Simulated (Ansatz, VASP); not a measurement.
# Two plane-wave programs on FeO

INCAR

```
ALGO = Normal
EDIFF = 1E-6
ENCUT = 600
GGA = PE
GGA_COMPAT = F
ISIF = 2
ISMEAR = 0
ISPIN = 2
LASPH = T
LCHARG = F
LMAXMIX = 4
LORBIT = 11
LREAL = F
LWAVE = F
MAGMOM = 3 0
NBANDS = 22
NELM = 200
PREC = Accurate
SIGMA = 0.019000000000000003
```

Contents of KPOINTS:

```
k-points
0
Gamma
  11 11 11
```

POSCAR

```
FeO
1.0
    0.0000000000      2.1554000000      2.1554000000
    2.1554000000      0.0000000000      2.1554000000
    2.1554000000      2.1554000000      0.0000000000
Fe O
1 1
Direct
    0.0000000000      0.0000000000      0.0000000000
    0.5000000000      0.5000000000      0.5000000000
```

Contents of input.yaml:

```yaml
crystal:
  lattice:
    - [0.0, 2.1554, 2.1554]
    - [2.1554, 0.0, 2.1554]
    - [2.1554, 2.1554, 0.0]
  atoms:
    - { symbol: Fe, position: [0.0, 0.0, 0.0], spin: 3.0 }
    - { symbol: O, position: [0.5, 0.5, 0.5] }
hamiltonian:
  xc: pbe
  pseudopotentials: { kind: paw }
magnetization:
  spin_polarized: true
kpoints:
  mp_grid: { grid: [11, 11, 11] }
scf:
  occupations: { method: gaussian, width: 0.019 }
output:
  forces: true
  stress: true
  eigenvalues: true
  write_density: true
  write_potential: true
  elf: true
  volumetric_format: npy
```

Alike in both runs: task single point; functional PBE; k mesh 11 × 11 × 11; occupations gaussian, width 0.019 eV; collinear spin.

|  | VASP | Ansatz |
| --- | --- | --- |
| version | VASP 6.6.1 | Ansatz 0.2.0 |
| potentials or method | VASP PAW PBE potentials, release 64 (Fe_sv, O) | Ansatz PAW |
| plane-wave cutoff (eV) | 600 | 420 |
| valence electrons in the cell | 22 | 22 |

|  | VASP | Ansatz | Ansatz less VASP |
| --- | --- | --- | --- |
| gap on the k mesh at the Fermi level (eV) | none | none | - |
| pressure (GPa) | -2.6 | -0.3 | +2.36 |
| net moment per atom (μB) | 2.00 | 2.00 | 0.000 |
| size of the moment on the site where the two differ most (μB) | 3.48 | 3.45 | -0.027 |

Site moments also hang on the region over which each program counts them. A gap of «none» marks a metal or a gap that the smearing closes.
